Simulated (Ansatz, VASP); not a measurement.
**One calculation of MgF2, two programs**

```
CELL_PARAMETERS angstrom
4.62500 0.00000 0.00000
0.00000 4.62500 0.00000
0.00000 0.00000 3.05200
ATOMIC_POSITIONS crystal
Mg 0.00000 0.00000 0.00000
Mg 0.50000 0.50000 0.50000
F 0.30300 0.30300 0.00000
F 0.19700 0.80300 0.50000
F 0.69700 0.69700 0.00000
F 0.80300 0.19700 0.50000
```

Alike in both runs: task relaxation of cell and atoms; functional PBEsol; k mesh 6 × 6 × 8; occupations gaussian, width 0.02 eV; no spin polarisation.

```csv
,VASP,Ansatz
version,VASP 6.6.1,Ansatz 0.2.0
potentials or method,"VASP PAW PBE potentials, release 64 (Mg, F), cutoff 600 eV","scalar-relativistic, plane waves, PAW"
valence electrons in the cell,32,48
```

|  | VASP | Ansatz | Ansatz less VASP |
| --- | --- | --- | --- |
| gap on the k mesh at the Fermi level, each at its own relaxed structure (eV) | 6.93 | 6.89 | -0.035 |
| relaxed volume (Å³/atom) | 10.88 | 10.98 | +0.103 |
| relaxed cell length with the largest relative difference (Å) | 4.624 | 4.639 | +0.0151 |

VASP's potentials were made for PBE, not for PBEsol. VASP's potentials hold 32 valence electrons a cell and Ansatz's 48, so a difference there can come from the potentials and not from the codes.
